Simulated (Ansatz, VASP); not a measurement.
Two plane-wave programs on Ge

```xyz
2
Lattice="0.0000 2.8517 2.8805 2.8805 0.0000 2.8805 2.8805 2.8517 0.0000" Properties=species:S:1:pos:R:3 pbc="T T T"
Ge    2.8805    2.8517    2.8805
Ge    4.3208    4.2776    4.3208
```

Change from the starting cell: strain -0.0100 x Voigt [0, 1, 0, 0, 0, 0], atoms carried along.

Alike in both runs: task single point; functional PBE; k mesh 18 × 18 × 18; occupations gaussian, width 0.15 eV; no spin polarisation.

|  | VASP | Ansatz |
| --- | --- | --- |
| version | VASP 6.6.1 | Ansatz 0.2.0 |
| potentials or method | VASP PAW PBE potentials, release 64 (Ge_d), cutoff 520 eV | scalar-relativistic, plane waves, PAW |
| valence electrons in the cell | 28 | 28 |

VASP gave:

```
gap on the k mesh at the Fermi level (eV)                     : 0.07
least direct gap on the mesh (eV)                             : 0.07
pressure (GPa)                                                : 0.5
traceless stress, the component that is largest in VASP (GPa) : 0.45
```

**Question.** Estimate Ansatz's values.

**Answer.** gap on the k mesh at the Fermi level (eV): 0.07; least direct gap on the mesh (eV): 0.07; pressure (GPa): 0.6; traceless stress, the component that is largest in VASP (GPa): 0.45.

With one functional, cell and mesh, what is left measures potentials, basis and numerics.
